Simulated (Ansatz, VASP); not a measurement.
SrO in VASP and in Ansatz

```
CELL_PARAMETERS angstrom
4.27547 0.00000 0.00000
-2.13773 3.70266 0.00000
0.00000 0.00000 5.15559
ATOMIC_POSITIONS crystal
Sr 0.33333 0.66667 0.75000
Sr 0.66667 0.33333 0.25000
O 0.33333 0.66667 0.25000
O 0.66667 0.33333 0.75000
```

Alike in both runs: task relaxation of cell and atoms; functional LDA; k mesh 12 × 12 × 8; occupations gaussian, width 0.02 eV; no spin polarisation.

|  | VASP | Ansatz |
| --- | --- | --- |
| version | VASP 6.6.1 | Ansatz 0.2.0 |
| potentials or method | VASP PAW LDA potentials, release 64 (Sr_sv, O), cutoff 600 eV | scalar-relativistic, plane waves, PAW |
| valence electrons in the cell | 32 | 32 |

|  | VASP | Ansatz | Ansatz less VASP |
| --- | --- | --- | --- |
| gap on the k mesh at the Fermi level, each at its own relaxed structure (eV) | 2.61 | 2.64 | +0.031 |
| relaxed volume (Å³/atom) | 19.32 | 19.19 | -0.135 |
| relaxed cell length with the largest relative difference (Å) | 4.199 | 4.189 | -0.0100 |

LDA's correlation is that of Perdew and Zunger in VASP and of Perdew and Wang (1992) in Ansatz.
